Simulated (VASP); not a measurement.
**NiSb: single point with PBEsol+U**

The system is NiSb.

```xyz
4
Lattice="5.5738 2.7869 2.7869 2.7869 5.5738 2.7869 2.7869 2.7869 5.5738" Properties=species:S:1:pos:R:3 pbc="T T T"
Ni    0.0007   -0.0017    0.0022
Ni    5.5743    5.5790    5.5774
Sb    2.7836    2.7931    2.7895
Sb    8.3624    8.3649    8.3655
```

- Program: VASP 6.6.1
- Task: single point
- Functional: PBEsol
- Potentials or basis: VASP PAW PBE potentials, release 64 (Ni, Sb)
- Cutoff: 600 eV
- k mesh: 6 × 6 × 6
- Occupations: gaussian, width 0.0747 eV
- Spin: collinear spin, ferromagnetic start
- Starting moments: [3.0, 3.0, 0.0, 0.0] μB
- Hubbard terms: Ni d U = 5.87 eV
- Dipole correction: no
- Further INCAR settings: ALGO = Normal; EDIFF = 1e-06; NBANDS = 27; ISYM = 0

```yaml
Pressure: -11.0 GPa
Largest_force: 0.014 eV/Å
Net_moment: 1.86 μB per cell
Site_moments: Ni +1.09, +1.08; Sb -0.08 μB
Valence_electrons_inside_the_program's_atomic_spheres: Ni 9.11; Sb 2.37
```

Forces on the atoms (eV/Å):
```
Ni   0.000  0.014  0.004
Ni  -0.003 -0.006 -0.002
Sb   0.006 -0.008  0.001
Sb  -0.004  0.001 -0.002
```

Levels at points of the mesh, in eV from the Fermi level:
Spin up:
| k point | band 14 | band 15 | band 16 | band 17 | band 18 | band 19 |
| --- | --- | --- | --- | --- | --- | --- |
| (0.00, 0.00, 0.00) | 1.75 | 1.75 | 1.75 | 2.14 | 2.14 | 4.59 |
| (0.50, 0.00, 0.00) | -3.29 | -1.04 | -1.03 | 0.18 | 0.19 | 3.00 |
| (0.00, 0.50, 0.00) | -3.29 | -1.04 | -1.03 | 0.18 | 0.19 | 3.00 |
| (0.00, 0.00, 0.50) | -3.29 | -1.04 | -1.03 | 0.18 | 0.19 | 3.00 |
| (0.50, 0.50, 0.00) | -3.58 | -1.02 | -1.02 | 0.79 | 2.14 | 2.14 |
| (0.50, 0.00, 0.50) | -3.58 | -1.02 | -1.02 | 0.79 | 2.14 | 2.14 |
| (0.00, 0.50, 0.50) | -3.58 | -1.02 | -1.02 | 0.79 | 2.14 | 2.14 |
| (0.50, 0.50, 0.50) | -1.90 | 1.88 | 1.88 | 1.89 | 1.89 | 5.33 |
Spin down:
```
           k point  band 12  band 13  band 14  band 15  band 16  band 17
(0.00, 0.00, 0.00)    -0.38    -0.38     1.66     1.66     1.67     3.21
(0.50, 0.00, 0.00)    -2.10    -1.34    -1.32     0.87     0.88     1.07
(0.00, 0.50, 0.00)    -2.10    -1.33    -1.33     0.86     0.88     1.06
(0.00, 0.00, 0.50)    -2.10    -1.34    -1.33     0.87     0.87     1.07
(0.50, 0.50, 0.00)    -1.41    -1.09    -1.09    -0.21     0.07     1.39
(0.50, 0.00, 0.50)    -1.41    -1.09    -1.09    -0.21     0.07     1.39
(0.00, 0.50, 0.50)    -1.41    -1.09    -1.09    -0.20     0.07     1.39
(0.50, 0.50, 0.50)    -1.01    -1.00    -1.00     2.38     2.39     2.40
```

Eigenvalues of the final occupation matrices:
| site | spin | trace | eigenvalues |
| --- | --- | --- | --- |
| site 1 d | 1 | 4.75 | 0.94 0.94 0.96 0.96 0.96 |
| site 1 d | 2 | 3.70 | 0.42 0.43 0.95 0.95 0.95 |
| site 2 d | 1 | 4.75 | 0.94 0.94 0.96 0.96 0.96 |
| site 2 d | 2 | 3.71 | 0.42 0.43 0.95 0.95 0.95 |

Wall time 46 min on 1 thread of Intel(R) Xeon(R) 6975P-C (Granite Rapids) (shared host), peak memory 0.88 GiB.

Caveat: the cell stands under tension; the PAW data sets were made with another functional, which shifts forces and pressure a little; spin-orbit coupling is left out, which moves the levels of the heavy elements; the U is typed as a test and isn't derived for this compound. The state reached can hang on the start; a lower one may exist.
